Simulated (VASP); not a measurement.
A run of VASP 6.6.1:

INCAR

```
SYSTEM = KBr
PREC = Accurate ; ENCUT = 520
EDIFF = 1E-6 ; ISMEAR = 0
SIGMA = 0.05 ; LREAL = .False.
LASPH = .True. ; NELM = 100
ALGO = Normal ; ISIF = 2
LWAVE = .False. ; LCHARG = .False.
GGA = CA ; NBANDS = 24
```

KPOINTS

```
Automatic mesh
0
Gamma
  6 6 4
  0 0 0
```

File POSCAR:

```
KBr
1.0
    3.8618012837      0.0000000000      0.0000000000
    0.0000000000      3.8618012837      0.0000000000
    0.0000000000      0.0000000000      7.7236025674
K Br
2 2
Direct
    0.0000000000      0.0000000000      0.0000000000
    0.0000000000      0.0000000000      0.5000000000
    0.4709139306      0.5000000000      0.2500000000
    0.5290860694      0.5000000000      0.7500000000
```

Potentials or basis: VASP PAW LDA potentials, release 64 (K_sv, Br).

Run with:

```console
$ cat potpaw_LDA.64/K_sv/POTCAR potpaw_LDA.64/Br/POTCAR > POTCAR
$ mpirun -np 1 vasp_std > vasp.out
```

Hardware: 1 thread of Intel(R) Xeon(R) 6975P-C (Granite Rapids), on a shared host.

How long does it take, and how much memory?

Run time: 48 s on 1 thread of Intel(R) Xeon(R) 6975P-C (Granite Rapids), with other jobs on the host, peak memory 0.26 GiB. Counts: scf iterations 12, k points 48.
